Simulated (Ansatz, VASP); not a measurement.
## Two plane-wave programs on C

```
CELL_PARAMETERS angstrom
0.00000 1.82856 1.82856
1.82856 0.00000 1.82856
1.82856 1.82856 0.00000
ATOMIC_POSITIONS crystal
C 0.50000 0.50000 0.50000
C 0.75000 0.75000 0.75000
```

Alike in both runs: task single point; functional PBE; k mesh 12 × 12 × 12; occupations gaussian, width 0.02 eV; no spin polarisation.

```csv
,VASP,Ansatz
version,VASP 6.6.1,Ansatz 0.2.0
potentials or method,"VASP PAW PBE potentials, release 64 (C), cutoff 520 eV","scalar-relativistic, plane waves, PAW"
valence electrons in the cell,8,8
```

```csv
,VASP,Ansatz,Ansatz less VASP
gap on the k mesh at the Fermi level (eV),3.99,4.00,+0.011
least direct gap on the mesh (eV),5.38,5.39,+0.008
pressure (GPa),-26.5,-26.9,-0.40
```
